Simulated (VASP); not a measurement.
# TiH (Fm-3m) in VASP: further runs

The runs below take TiH through single point, with PBEsol.

Everything below comes from runs of VASP 6.6.1. Logs are shortened: lines on timing, memory, paths and dates and some standing lists are left out, and cuts for length are marked.

## Step 1: The cell of the first run

Symmetry: Fm-3m, No. 225, cubic system. The conventional cell has a = 4.035 Å, b = 4.035 Å, c = 4.035 Å, α = 90.00°, β = 90.00°, γ = 90.00°. Within 2.7 Å of Ti (site symmetry m-3m) lie 6 H at 2.02 Å. Within 2.7 Å of H (site symmetry m-3m) lie 6 Ti at 2.02 Å.

## Step 2: Single point, PBEsol

The input, INCAR:

```
ALGO = Normal
EDIFF = 1E-6
ENCUT = 520
GGA = PS
ISIF = 2
ISMEAR = 0
LASPH = T
LCHARG = T
LELF = T
LREAL = F
LVHAR = T
LWAVE = F
NBANDS = 14
NELM = 100
PREC = Accurate
SIGMA = 0.1
```

The input, KPOINTS:

```
k-points
0
Gamma
  12 12 12
```

The input, POSCAR:

```
TiH
1.0
    0.0000000000      2.0175802705      2.0175802705
    2.0175802705      0.0000000000      2.0175802705
    2.0175802705      2.0175802705      0.0000000000
Ti H
1 1
Direct
    0.0000000000      0.0000000000      0.0000000000
    0.5000000000      0.5000000000      0.5000000000
```

Potentials or basis: VASP PAW PBE potentials, release 64 (Ti_sv, H).

Started as:

```
$ cat potpaw_PBE.64/Ti_sv/POTCAR potpaw_PBE.64/H/POTCAR > POTCAR
$ mpirun -np 1 vasp_std > vasp.out
```

OUTCAR:

```text
EDIFF = 1E-6
   ENCUT = 520
   GGA = PS
   ISIF = 2
   ISMEAR = 0
   LASPH = T
   LREAL = F
   NELM = 100
   PREC = Accurate

 ion  position               nearest neighbor table
   1  0.000  0.000  0.000-
   2  0.500  0.500  0.500-

  LATTYP: Found a face centered cubic cell.
 ALAT       =     4.0351605410

  Lattice vectors:

 A1 = (   0.0000000000,   2.0175802705,   2.0175802705)
 A2 = (   2.0175802705,   0.0000000000,   2.0175802705)
 A3 = (   2.0175802705,   2.0175802705,   0.0000000000)

Analysis of symmetry for initial positions (statically):
=====================================================================
 Subroutine PRICEL returns:
 Original cell was already a primitive cell.

 Routine SETGRP: Setting up the symmetry group for a
 face centered cubic supercell.

 Subroutine GETGRP returns: Found 48 space group operations
 (whereof 48 operations were pure point group operations)
 out of a pool of 48 trial point group operations.

The static configuration has the point symmetry O_h .

Analysis of symmetry for dynamics (positions and initial velocities):
=====================================================================
 Subroutine PRICEL returns:
 Original cell was already a primitive cell.

 Routine SETGRP: Setting up the symmetry group for a
 face centered cubic supercell.

 Subroutine GETGRP returns: Found 48 space group operations
 (whereof 48 operations were pure point group operations)
 out of a pool of 48 trial point group operations.

The dynamic configuration has the point symmetry O_h .

 Subroutine INISYM returns: Found 48 space group operations
 (whereof 48 operations are pure point group operations),
 and found     1 'primitive' translations

----------------------------------------------------------------------------------------

                                     Primitive cell

  volume of cell :      16.4256

  direct lattice vectors                    reciprocal lattice vectors
     0.000000000  2.017580270  2.017580270    -0.247821614  0.247821614  0.247821614
     2.017580270  0.000000000  2.017580270     0.247821614 -0.247821614  0.247821614
     2.017580270  2.017580270  0.000000000     0.247821614  0.247821614 -0.247821614

  length of vectors
     2.853289382  2.853289382  2.853289382     0.429239628  0.429239628  0.429239628

  position of ions in fractional coordinates (direct lattice)
     0.000000000  0.000000000  0.000000000
     0.500000000  0.500000000  0.500000000

  ion indices of the primitive-cell ions
   primitive index   ion index
                 1           1
                 2           2

----------------------------------------------------------------------------------------

 KPOINTS: k-points

Automatic generation of k-mesh.
 Grid dimensions read from file:
 generate k-points for:   12   12   12

 Generating k-lattice:

  Cartesian coordinates                     Fractional coordinates (reciprocal lattice)
    -0.020651801  0.020651801  0.020651801     0.083333333  0.000000000  0.000000000
     0.020651801 -0.020651801  0.020651801     0.000000000  0.083333333  0.000000000
     0.020651801  0.020651801 -0.020651801     0.000000000  0.000000000  0.083333333

  Length of vectors
     0.035769969  0.035769969  0.035769969

  Shift w.r.t. Gamma in fractional coordinates (k-lattice)
     0.000000000  0.000000000  0.000000000

 Subroutine IBZKPT returns following result:
 ===========================================

 Found     72 irreducible k-points:

 Following reciprocal coordinates:
            Coordinates               Weight
  0.000000  0.000000  0.000000      1.000000
  0.083333  0.000000  0.000000      8.000000
  0.166667  0.000000  0.000000      8.000000
  0.250000  0.000000  0.000000      8.000000
  0.333333  0.000000  0.000000      8.000000
  0.416667  0.000000  0.000000      8.000000
[... 16 lines left out ...]
  0.500000  0.166667  0.000000     24.000000
 -0.416667  0.166667  0.000000     24.000000
 [... further k-points ...]
   k-points           NKPTS =     72   k-points in BZ     NKDIM =     72   number of bands    NBANDS=     14
   number of dos      NEDOS =    301   number of ions     NIONS =      2
   total plane-waves  NPLWV =  13824
   dimension x,y,z NGX =    24 NGY =   24 NGZ =   24
   dimension x,y,z NGXF=    48 NGYF=   48 NGZF=   48
   ions per type =               1   1
   NGX,Y,Z   is equivalent  to a cutoff of  13.98, 13.98, 13.98 a.u.
   NGXF,Y,Z  is equivalent  to a cutoff of  27.97, 27.97, 27.97 a.u.
 SYSTEM =  unknown system
   PREC   = accura    normal or accurate (medium, high low for compatibility)
   ISTART =      0    job   : 0-new  1-cont  2-samecut
   ICHARG =      2    charge: 1-file 2-atom 10-const
   ISPIN  =      1    spin polarized calculation?
   LNONCOLLINEAR =      F non collinear calculations
   LSORBIT =      F    spin-orbit coupling
   LASPH  =      T    aspherical Exc in radial PAW
   ENCUT  =  520.0 eV  38.22 Ry    6.18 a.u.   5.31  5.31  5.31*2*pi/ulx,y,z
   NELM   =    100;   NELMIN=  2; NELMDL= -5     # of ELM steps
   EDIFF  = 0.1E-05   stopping-criterion for ELM
   LREAL  =      F    real-space projection
   EDIFFG = 0.1E-04   stopping-criterion for IOM
   NSW    =      0    number of steps for IOM
   IBRION =     -1    ionic relax: 0-MD 1-quasi-New 2-CG
   NFREE  =      0    steps in history (QN), initial steepest desc. (CG)
   ISIF   =      2    stress and relaxation
   ISYM   =      2    0-nonsym 1-usesym 2-fastsym
   POTIM  = 0.5000    time-step for ionic-motion
   TEBEG  =    0.0;   TEEND  =   0.0 temperature during run
   PSTRESS=    0.0 pullay stress
   NELECT =      13.0000    total number of electrons
   NUPDOWN=      -1.0000    fix difference up-down
   EMIN   =  10.00;   EMAX   =-10.00  energy-range for DOS
   EFERMI =   0.00;   METHOD = LEGACY
   ISMEAR =     0;   SIGMA  =   0.10  broadening in eV -4-tet -1-fermi 0-gaus
   EFERMI_NEDOS =   21; number of points for ismear=-14 and -15
   IALGO  =     38    algorithm
   IMIX   =      4    mixing-type and parameters
     AMIX     =   0.40;   BMIX     =  1.00
     AMIX_MAG =   1.60;   BMIX_MAG =  1.00
  volume/ion in A,a.u.               =       8.21        55.42
  Fermi-wavevector in a.u.,A,eV,Ry     =   1.514311  2.861633 31.200041  2.293138
  Thomas-Fermi vector in A             =   2.623986
   LORBIT       =      0    0 simple, 1 ext, 2 COOP (PROOUT), +10 PAW based schemes
   GGA     = PS    functional components
   LHFCALC =     F    Hartree Fock is set to
   AEXX    =    0.0000 exact exchange contribution
   IVDW    =     0    specifies the selected vdW correction
   LEPSILON=     F    determine dielectric tensor
   LRPA    =     F    only Hartree local field effects (RPA)
 non-spin polarized calculation
 Gauss-broadening in eV      SIGMA  =   0.10
  energy-cutoff  :      520.00
  volume of cell :       16.43
 maximum number of plane-waves:       459
 NGX is ok and might be reduce to    24
   NGX = 11   NGY = 11   NGZ = 11

 number of electron      13.0000001 magnetization

 Free energy of the ion-electron system (eV)
  ---------------------------------------------------
  ext. energy  EPLUGINS =         0.00000000
  ---------------------------------------------------
  free energy    TOTEN  =       -12.37313282 eV

  energy without entropy =      -12.36298820  energy(sigma->0) =      -12.36806051

 E-fermi :   9.8550     XC(G=0): -12.5770

 val. band max:        9.8348980515   @ k =   0.4167   0.1667   0.0833
 cond. band min:       9.8563380874   @ k =   0.5000   0.1667   0.0000
 fundamental gap:      0.0214400358
 Fermi energy:         9.8549556271

 k-point     1 :       0.0000    0.0000    0.0000
  band No.  band energies     occupation
      1     -46.4761      2.00000
      2     -22.3835      2.00000
      3     -22.3835      2.00000
      4     -22.3835      2.00000
      5      -0.1103      2.00000
      6      10.5638      0.00000
      7      10.5638      0.00000
      8      10.5638      0.00000
      9      12.2782      0.00000
     10      12.2782      0.00000
     11      21.5795      0.00000
     12      24.9702      0.00000
     13      27.0245      0.00000
     14      27.0245      0.00000

 k-point     2 :       0.0833    0.0000    0.0000
  band No.  band energies     occupation
      1     -46.4650      2.00000
      2     -22.4468      2.00000
      3     -22.3906      2.00000
      4     -22.3906      2.00000
      5       0.1062      2.00000
      6      10.3892      0.00000
      7      10.6487      0.00000
      8      10.6487      0.00000
      9      12.1970      0.00000
     10      12.1970      0.00000
     11      20.6565      0.00000
     12      25.1928      0.00000
     13      27.2924      0.00000
     14      27.2924      0.00000

 k-point     3 :       0.1667    0.0000    0.0000
  band No.  band energies     occupation
      1     -46.4345      2.00000
      2     -22.6173      2.00000
      3     -22.4100      2.00000
      4     -22.4100      2.00000
      5       0.7264      2.00000
      6       9.8983      0.53947
      7      10.7887      0.00000
      8      10.7887      0.00000
      9      12.1044      0.00000
     10      12.1044      0.00000
     11      19.0866      0.00000
     12      25.3582      0.00000
     13      27.9852      0.00000
     14      27.9852      0.00000
[... 324 lines left out ...]
 k-point    23 :       0.5000    0.1667    0.0000
  band No.  band energies     occupation
      1     -46.2943      2.00000
      2     -23.1841      2.00000
      3     -22.6182      2.00000
      4     -22.5376      2.00000
      5       3.9903      2.00000
      6       7.3554      2.00000
      7       9.8563      0.98440
      8      10.7514      0.00000
      9      13.6459      0.00000
     10      13.6602      0.00000
     11      17.7480      0.00000
     12      20.4859      0.00000
     13      25.8843      0.00000
     14      26.6051      0.00000

 k-point    24 :      -0.4167    0.1667    0.0000
  band No.  band energies     occupation
      1     -46.2915      2.00000
      2     -23.1929      2.00000
      3     -22.6470      2.00000
      4     -22.5194      2.00000
      5       4.2282      2.00000
      6       7.1892      2.00000
      7       9.8286      1.29116
      8      10.6406      0.00000
      9      13.3384      0.00000
     10      14.0252      0.00000
     11      17.8725      0.00000
     12      20.2484      0.00000
     13      25.7387      0.00000
     14      26.8762      0.00000

 [... further k-points ...]

------------------------ aborting loop because EDIFF is reached ----------------------------------------

  FORCE on cell =-STRESS in cart. coord.  units (eV):
  Direction    XX          YY          ZZ          XY          YZ          ZX
  --------------------------------------------------------------------------------------
  -------------------------------------------------------------------------------------
  Total        1.4192622      1.4192622      1.4192622      0.0000000     -0.0000000      0.0000000
  in kB      138.4365502    138.4365502    138.4365502      0.0000000     -0.0000000      0.0000000
  external PRESSURE =     138.4365502 kB  Pullay stress =       0.0000000 kB

 VOLUME and BASIS-vectors are now :
 -----------------------------------------------------------------------------
  energy-cutoff  :      520.00
  volume of cell :       16.43
      direct lattice vectors                 reciprocal lattice vectors
     0.000000000  2.017580270  2.017580270    -0.247821614  0.247821614  0.247821614
     2.017580270  0.000000000  2.017580270     0.247821614 -0.247821614  0.247821614
     2.017580270  2.017580270  0.000000000     0.247821614  0.247821614 -0.247821614

 POSITION                                       TOTAL-FORCE (eV/Angst)
 -----------------------------------------------------------------------------------
      0.00000      0.00000      0.00000         0.000000      0.000000      0.000000
      2.01758      2.01758      2.01758        -0.000000      0.000000     -0.000000
 -----------------------------------------------------------------------------------
    total drift:                                0.000000     -0.000000     -0.000000

  FREE ENERGIE OF THE ION-ELECTRON SYSTEM (eV)
  ---------------------------------------------------
  free  energy   TOTEN  =       -12.3731328190 eV

  energy  without entropy=      -12.3629882017  energy(sigma->0) =      -12.36806051
```

Run time: 13 s. Hardware: 1 thread of Intel Xeon 6975P-C, shared host; peak memory 0.15 GiB.

Results:

```
Free energy : -12.3731 eV
Pressure    : 13.8 GPa
```

Caveat: the PAW data sets were made with another functional, which shifts forces and pressure a little.

## Step 3: Single point, PBEsol

This run uses another cell than the first one, of 8.44 Å³/atom, 1.028 times its volume.

The input, INCAR:

```
  PREC = Accurate
  ENCUT = 520
  EDIFF = 1E-6
  ISMEAR = 0
  SIGMA = 0.1
  LREAL = F
  LASPH = T
  NELM = 80
  ALGO = Normal
  ISIF = 2
  LWAVE = F
  LCHARG = F
  GGA = PS
  NBANDS = 14
```

The input, KPOINTS:

```
regular mesh
0
Gamma
  12 12 12
```

The input, POSCAR:

```
TiH
1.0
    0.0000000000      2.0360912153      2.0360912153
    2.0360912153      0.0000000000      2.0360912153
    2.0360912153      2.0360912153      0.0000000000
Ti H
1 1
Direct
    0.0000000000      0.0000000000      0.0000000000
    0.5000000000      0.5000000000      0.5000000000
```

Potentials or basis: VASP PAW PBE potentials, release 64 (Ti_sv, H).

Started as:

```
$ cat potpaw_PBE.64/Ti_sv/POTCAR potpaw_PBE.64/H/POTCAR > POTCAR
$ mpirun -np 1 vasp_std > vasp.out
```

It took 12 s on 1 thread of Intel Xeon 6975P-C, shared host; peak memory 0.15 GiB.

The run converged. Its results:

* Free energy: -12.4056 eV
* Pressure: 8.6 GPa

Levels at points of the mesh, in eV from the Fermi level:
```tsv
k point	band 4	band 5	band 6	band 7	band 8	band 9
(0.00, 0.00, 0.00)	-32.31	-9.84	0.70	0.70	0.70	2.35
(0.50, 0.00, 0.00)	-32.41	-5.09	-3.34	0.25	0.25	3.61
(0.50, 0.50, 0.00)	-32.59	-7.23	-2.09	1.90	3.53	4.01
```

Caveat: the PAW data sets were made with another functional, which shifts forces and pressure a little.
